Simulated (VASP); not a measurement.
# BAs (F-43m) in VASP: G0W0 quasiparticle levels with r2SCAN

Aim: the G0W0 quasiparticle levels of BAs with r2SCAN.

All numbers are computed with VASP 6.6.1; they aren't measurements. Logs are shortened: lines on timing, memory, paths and dates and some standing lists are left out, and cuts for length are marked.

## 1. The cell of the first run

Symmetry: F-43m, No. 216, cubic system. The conventional cell has a = 4.784 Å, b = 4.784 Å, c = 4.784 Å, α = 90.00°, β = 90.00°, γ = 90.00°. Within 2.7 Å of B (site symmetry -43m) lie 4 As at 2.07 Å. Within 2.7 Å of As (site symmetry -43m) lie 4 B at 2.07 Å.

## 2. G0W0 quasiparticle levels, r2SCAN

File POSCAR:

```
BAs
1.0
    0.0000000000      2.3918699032      2.3918699032
    2.3918699032      0.0000000000      2.3918699032
    2.3918699032      2.3918699032      0.0000000000
B As
1 1
Direct
    0.0000000000      0.0000000000      0.0000000000
    0.2500000000      0.2500000000      0.2500000000
```

File INCAR.step1:

```
SYSTEM = BAs
ALGO = Normal
EDIFF = 1E-8
ENCUT = 500
ISMEAR = 0
LASPH = .TRUE.
LCHARG = .FALSE.
LMIXTAU = .TRUE.
LREAL = .FALSE.
LWAVE = .TRUE.
METAGGA = R2SCAN
NELM = 80
PREC = Accurate
SIGMA = 0.01
```

File INCAR.step2:

```
SYSTEM = BAs
ALGO = Exact
EDIFF = 1E-8
ENCUT = 500
ISMEAR = 0
ISTART = 1
LASPH = .TRUE.
LCHARG = .FALSE.
LMIXTAU = .TRUE.
LOPTICS = .TRUE.
LREAL = .FALSE.
LWAVE = .TRUE.
METAGGA = R2SCAN
NBANDS = 106
NELM = 1
PREC = Accurate
SIGMA = 0.01
```

File INCAR.step3:

```
SYSTEM = BAs
ALGO = EVGW0
EDIFF = 1E-8
ENCUT = 500
ENCUTGW = 140.0
ISMEAR = 0
ISTART = 1
LASPH = .TRUE.
LCHARG = .FALSE.
LMIXTAU = .TRUE.
LREAL = .FALSE.
LWAVE = .FALSE.
METAGGA = R2SCAN
NBANDS = 106
NBANDSGW = 12
NELMGW = 1
NOMEGA = 96
OMEGAMAX = 20
PREC = Accurate
PRECFOCK = Fast
SIGMA = 0.01
```

File KPOINTS:

```
k-points
0
G
  4 4 4
  0 0 0
```

Potentials or basis: VASP PAW PBE potentials, release 64 (B_GW, As_GW).

Started as:

```bash
> cat potpaw_PBE.64/B_GW/POTCAR potpaw_PBE.64/As_GW/POTCAR > POTCAR
> cp INCAR.step1 INCAR
> mpirun -np 1 vasp_std > vasp.out
> cp INCAR.step2 INCAR
> mpirun -np 1 vasp_std > vasp.out
> cp INCAR.step3 INCAR
> mpirun -np 1 vasp_std > vasp.out
```

OUTCAR:

```text
SYSTEM = BAs
   EDIFF = 1E-8
   ENCUT = 500
   ENCUTGW = 140.0
   ISMEAR = 0
   ISTART = 1
   LASPH = .TRUE.
   LREAL = .FALSE.
   METAGGA = R2SCAN
   NELMGW = 1
   PREC = Accurate
   PRECFOCK = Fast

 ion  position               nearest neighbor table
   1  0.000  0.000  0.000-   2 2.07   2 2.07   2 2.07   2 2.07
   2  0.250  0.250  0.250-   1 2.07   1 2.07   1 2.07   1 2.07

  LATTYP: Found a face centered cubic cell.
 ALAT       =     4.7837398064

  Lattice vectors:

 A1 = (   0.0000000000,   2.3918699032,   2.3918699032)
 A2 = (   2.3918699032,   0.0000000000,   2.3918699032)
 A3 = (   2.3918699032,   2.3918699032,   0.0000000000)

Analysis of symmetry for initial positions (statically):
=====================================================================
 Subroutine PRICEL returns:
 Original cell was already a primitive cell.

 Routine SETGRP: Setting up the symmetry group for a
 face centered cubic supercell.

 Subroutine GETGRP returns: Found 24 space group operations
 (whereof 24 operations were pure point group operations)
 out of a pool of 48 trial point group operations.

The static configuration has the point symmetry T_d .

Analysis of symmetry for dynamics (positions and initial velocities):
=====================================================================
 Subroutine PRICEL returns:
 Original cell was already a primitive cell.

 Routine SETGRP: Setting up the symmetry group for a
 face centered cubic supercell.

 Subroutine GETGRP returns: Found 24 space group operations
 (whereof 24 operations were pure point group operations)
 out of a pool of 48 trial point group operations.

The dynamic configuration has the point symmetry T_d .

 Subroutine INISYM returns: Found 24 space group operations
 (whereof 24 operations are pure point group operations),
 and found     1 'primitive' translations

----------------------------------------------------------------------------------------

                                     Primitive cell

  volume of cell :      27.3680

  direct lattice vectors                    reciprocal lattice vectors
     0.000000000  2.391869903  2.391869903    -0.209041470  0.209041470  0.209041470
     2.391869903  0.000000000  2.391869903     0.209041470 -0.209041470  0.209041470
     2.391869903  2.391869903  0.000000000     0.209041470  0.209041470 -0.209041470

  length of vectors
     3.382614857  3.382614857  3.382614857     0.362070446  0.362070446  0.362070446

  position of ions in fractional coordinates (direct lattice)
     0.000000000  0.000000000  0.000000000
     0.250000000  0.250000000  0.250000000

  ion indices of the primitive-cell ions
   primitive index   ion index
                 1           1
                 2           2

----------------------------------------------------------------------------------------

 KPOINTS: k-points

Automatic generation of k-mesh.
 Grid dimensions read from file:
 generate k-points for:    4    4    4

 Generating k-lattice:

  Cartesian coordinates                     Fractional coordinates (reciprocal lattice)
    -0.052260367  0.052260367  0.052260367     0.250000000  0.000000000  0.000000000
     0.052260367 -0.052260367  0.052260367     0.000000000  0.250000000  0.000000000
     0.052260367  0.052260367 -0.052260367     0.000000000  0.000000000  0.250000000

  Length of vectors
     0.090517612  0.090517612  0.090517612

  Shift w.r.t. Gamma in fractional coordinates (k-lattice)
     0.000000000  0.000000000  0.000000000

 Subroutine IBZKPT returns following result:
 ===========================================

 Found      8 irreducible k-points:

 Following reciprocal coordinates:
            Coordinates               Weight
  0.000000  0.000000  0.000000      1.000000
  0.250000  0.000000  0.000000      8.000000
  0.500000  0.000000  0.000000      4.000000
  0.250000  0.250000  0.000000      6.000000
  0.500000  0.250000  0.000000     24.000000
 -0.250000  0.250000  0.000000     12.000000
  0.500000  0.500000  0.000000      3.000000
 -0.250000  0.500000  0.250000      6.000000
   k-points           NKPTS =      8   k-points in BZ     NKDIM =     64   number of bands    NBANDS=    106
   number of dos      NEDOS =    301   number of ions     NIONS =      2
   total plane-waves  NPLWV =  21952
   dimension x,y,z NGX =    28 NGY =   28 NGZ =   28
   dimension x,y,z NGXF=    56 NGYF=   56 NGZF=   56
   ions per type =               1   1
   NGX,Y,Z   is equivalent  to a cutoff of  13.76, 13.76, 13.76 a.u.
   NGXF,Y,Z  is equivalent  to a cutoff of  27.52, 27.52, 27.52 a.u.
 SYSTEM =  BAs
   PREC   = accura    normal or accurate (medium, high low for compatibility)
   ISTART =      1    job   : 0-new  1-cont  2-samecut
   ICHARG =      0    charge: 1-file 2-atom 10-const
   ISPIN  =      1    spin polarized calculation?
   LNONCOLLINEAR =      F non collinear calculations
   LSORBIT =      F    spin-orbit coupling
   LASPH  =      T    aspherical Exc in radial PAW
   ENCUT  =  500.0 eV  36.75 Ry    6.06 a.u.   6.17  6.17  6.17*2*pi/ulx,y,z
   NELM   =     60;   NELMIN=  2; NELMDL=  0     # of ELM steps
   EDIFF  = 0.1E-07   stopping-criterion for ELM
   LREAL  =      F    real-space projection
   EDIFFG = 0.1E-06   stopping-criterion for IOM
   NSW    =      0    number of steps for IOM
   IBRION =     -1    ionic relax: 0-MD 1-quasi-New 2-CG
   NFREE  =      0    steps in history (QN), initial steepest desc. (CG)
   ISIF   =      0    stress and relaxation
   ISYM   =      3    0-nonsym 1-usesym 2-fastsym
   POTIM  = 0.5000    time-step for ionic-motion
   TEBEG  =    0.0;   TEEND  =   0.0 temperature during run
   PSTRESS=    0.0 pullay stress
   NELECT =       8.0000    total number of electrons
   NUPDOWN=      -1.0000    fix difference up-down
   EMIN   =  10.00;   EMAX   =-10.00  energy-range for DOS
   EFERMI =   0.00;   METHOD = LEGACY
   ISMEAR =     0;   SIGMA  =   0.01  broadening in eV -4-tet -1-fermi 0-gaus
   EFERMI_NEDOS =   21; number of points for ismear=-14 and -15
   IALGO  =     38    algorithm
   IMIX   =      4    mixing-type and parameters
     AMIX     =   0.40;   BMIX     =  1.00
     AMIX_MAG =   1.60;   BMIX_MAG =  1.00
  volume/ion in A,a.u.               =      13.68        92.34
  Fermi-wavevector in a.u.,A,eV,Ry     =   1.086486  2.053160 16.061008  1.180451
  Thomas-Fermi vector in A             =   2.222623
   LORBIT       =      0    0 simple, 1 ext, 2 COOP (PROOUT), +10 PAW based schemes
   METAGGA = R2SCAN    functional components
   LHFCALC =     T    Hartree Fock is set to
   PRECFOCK=fast      Normal, Fast or Accurate (Low or Medium for compatibility)
   ENCUT4O =  -1.0   cutoff for four orbital integrals eV
   NKREDX  =     1    reduce k-point grid by
   NKREDY  =     1    reduce k-point grid by
   NKREDZ  =     1    reduce k-point grid by
   AEXX    =    1.0000 exact exchange contribution
   HFSCREEN=    0.0000 screening length (either q_TF or 0.3 A-1)
   HFSCREENC=   0.0000 screening length for correlation (either q_TF or 0.3 A-1)
   ENCUTFOCK=  -1.0 apply spherical cutoff to Coloumb kernel
   IVDW    =     0    specifies the selected vdW correction
   LEPSILON=     F    determine dielectric tensor
   LRPA    =     F    only Hartree local field effects (RPA)
   LRPAFORCE           =     F    calculate RPA forces
   ENCUTGW             = 140.0    cutoff for response function in eV
   ENCUTGWSOFT         = 112.0    soft cutoff for Coulomb kernel in GW response function in eV
   ENCUTLF             =  -1.0    cutoff for local field effects
   NELMGW              =     1    number of iterations in solving QP/BSE equation
   NELMHF              =     1    number of iterations in the inner HF iteration
   NKREDLFX            =     1    NKREDLFY  =   1   NKREDLFZ  =   1
 non-spin polarized calculation
 Gauss-broadening in eV      SIGMA  =   0.01
  energy-cutoff  :      500.00
  volume of cell :       27.37
 maximum number of plane-waves:       725
 NGX is ok and might be reduce to    28
  NGX = 14; NGY = 14; NGZ = 14
   NGX = 13   NGY = 13   NGZ = 13
 maximum number of plane-waves:       113
 NGX is ok and might be reduce to    14

 QP shifts <psi_nk| G(iteration)W_0 |psi_nk>: iteration 1
 for sc-GW calculations column KS-energies equals QP-energies in previous step
 and V_xc(KS)=  KS-energies - (<T + V_ion + V_H > + <T+V_H+V_ion>^1  + <V_x>^1)

 k-point   1 :       0.0000    0.0000    0.0000
  band No.  KS-energies  QP-energies   sigma(KS)   V_xc(KS)     V^pw_x(r,r')   Z            occupation Imag(sigma)

      1     -10.0851     -10.2477     -12.7685     -12.5428     -19.6021       0.7206       2.0000       1.1627
      2       6.0512       5.6214     -13.2170     -12.6762     -14.3557       0.7949       2.0000       0.0223
      3       6.0512       5.6214     -13.2170     -12.6762     -14.3557       0.7949       2.0000       0.0223
      4       6.0512       5.6214     -13.2170     -12.6762     -14.3557       0.7949       2.0000       0.0223
      5       9.4743       9.7959     -10.8765     -11.2806      -6.5461       0.7960       0.0000      -0.0499
      6       9.4743       9.7959     -10.8765     -11.2806      -6.5461       0.7960       0.0000      -0.0499
      7       9.4743       9.7959     -10.8765     -11.2806      -6.5461       0.7960       0.0000      -0.0499
      8      11.1043      11.4763     -11.7285     -12.2148      -6.4022       0.7650       0.0000      -0.0770
      9      16.3576      15.8768      -8.7723      -8.1652      -2.9641       0.7921       0.0000      -0.2453
     10      19.4662      19.2590     -10.2826     -10.0181      -4.3764       0.7833       0.0000      -0.2712
     11      19.4662      19.2590     -10.2826     -10.0181      -4.3764       0.7833       0.0000      -0.2712
     12      21.2564      20.5540      -9.0705      -8.2108      -2.4690       0.8171       0.0000      -0.6608

 k-point   2 :       0.2500    0.0000    0.0000
  band No.  KS-energies  QP-energies   sigma(KS)   V_xc(KS)     V^pw_x(r,r')   Z            occupation Imag(sigma)

      1      -9.0358      -9.1759     -12.7890     -12.5880     -19.2986       0.6970       2.0000       1.0020
      2       0.8584       0.4694     -12.6914     -12.1861     -15.3514       0.7699       2.0000       0.0776
      3       4.8280       4.4305     -13.0094     -12.5091     -14.4457       0.7947       2.0000       0.0260
      4       4.8280       4.4305     -13.0094     -12.5091     -14.4457       0.7947       2.0000       0.0260
      5       9.3608       9.6005     -11.0801     -11.3833      -6.5105       0.7905       0.0000      -0.0535
      6      10.9418      11.1951     -10.9128     -11.2341      -6.1806       0.7882       0.0000      -0.0641
      7      10.9418      11.1951     -10.9128     -11.2341      -6.1806       0.7882       0.0000      -0.0641
      8      14.5416      14.5645     -11.1261     -11.1563      -5.0990       0.7610       0.0000      -0.1723
      9      17.8007      17.5249      -9.7679      -9.4140      -4.0039       0.7793       0.0000      -0.2522
     10      17.8007      17.5249      -9.7679      -9.4140      -4.0039       0.7793       0.0000      -0.2522
     11      18.0594      17.6202      -8.9111      -8.3533      -2.8959       0.7874       0.0000      -0.3050
     12      21.5674      21.1411      -9.5667      -9.0140      -2.9602       0.7713       0.0000      -0.5037
[... 68 lines left out ...]
      1      -5.6420      -5.7313     -12.9901     -12.8688     -18.2397       0.7360       2.0000       0.5425
      2      -3.0043      -3.3173     -12.9165     -12.4797     -17.4256       0.7167       2.0000       0.3055
      3       1.7465       1.3394     -12.6878     -12.1608     -15.1379       0.7725       2.0000       0.0535
      4       1.7465       1.3394     -12.6878     -12.1608     -15.1379       0.7725       2.0000       0.0535
      5       7.6462       7.6205      -9.9830      -9.9509      -5.7757       0.8034       0.0000      -0.0466
      6       7.7235       7.7696      -9.7699      -9.8268      -5.5347       0.8085       0.0000      -0.0475
      7      18.1573      18.1459     -11.5675     -11.5520      -4.4640       0.7336       0.0000      -0.4129
      8      18.1573      18.1459     -11.5675     -11.5520      -4.4640       0.7336       0.0000      -0.4129
      9      19.8869      19.6313     -11.0083     -10.6610      -3.8118       0.7358       0.0000      -0.4644
     10      24.2133      23.8900     -10.9311     -10.4967      -3.5990       0.7443       0.0000      -0.8069
     11      24.6733      24.2188     -10.5460      -9.9584      -3.9032       0.7736       0.0000      -0.6901
     12      24.6733      24.2188     -10.5460      -9.9584      -3.9032       0.7736       0.0000      -0.6901

 k-point   8 :      -0.2500    0.5000    0.2500
  band No.  KS-energies  QP-energies   sigma(KS)   V_xc(KS)     V^pw_x(r,r')   Z            occupation Imag(sigma)

      1      -5.4768      -5.5461     -13.0663     -12.9728     -18.2786       0.7409       2.0000       0.5323
      2      -2.5503      -2.8867     -13.1964     -12.7387     -17.5709       0.7348       2.0000       0.2930
      3       0.3266      -0.0982     -12.0427     -11.4907     -14.7162       0.7695       2.0000       0.0842
      4       0.6240       0.1940     -12.1234     -11.5612     -14.7024       0.7650       2.0000       0.0736
      5      11.7195      11.6326     -10.3027     -10.1926      -5.2569       0.7905       0.0000      -0.0802
      6      12.4644      12.7205     -11.1242     -11.4579      -5.5745       0.7675       0.0000      -0.1045
      7      13.2075      13.1164      -9.8766      -9.7624      -4.8790       0.7978       0.0000      -0.0996
      8      13.4129      13.5471     -10.9321     -11.1054      -5.3537       0.7740       0.0000      -0.1374
      9      19.1441      18.9219     -11.2532     -10.9600      -4.1954       0.7575       0.0000      -0.4376
     10      22.4037      22.1828     -11.2808     -10.9916      -4.2022       0.7641       0.0000      -0.6832
     11      22.6249      22.1379     -10.3594      -9.7190      -3.3413       0.7603       0.0000      -0.5919
     12      25.8824      25.5352     -10.5268     -10.0733      -3.4465       0.7655       0.0000      -0.8729
```

It took 44 s on 1 thread of Intel Xeon 6975P-C (Granite Rapids), shared host; peak memory 0.26 GiB.

What came out:

```yaml
Quasiparticle_gap: 2.00 eV
Least_direct_quasiparticle_gap: 4.17 eV
Band_gap_of_the_starting_levels_on_the_mesh: 1.59 eV
Least_direct_gap_of_the_starting_levels_on_the_mesh: 3.42 eV
```

Caveat: the k points lie up to 0.57 Å⁻¹ apart; bands, screening cutoff and mesh are small and nothing is extrapolated, so the quasiparticle values aren't converged.
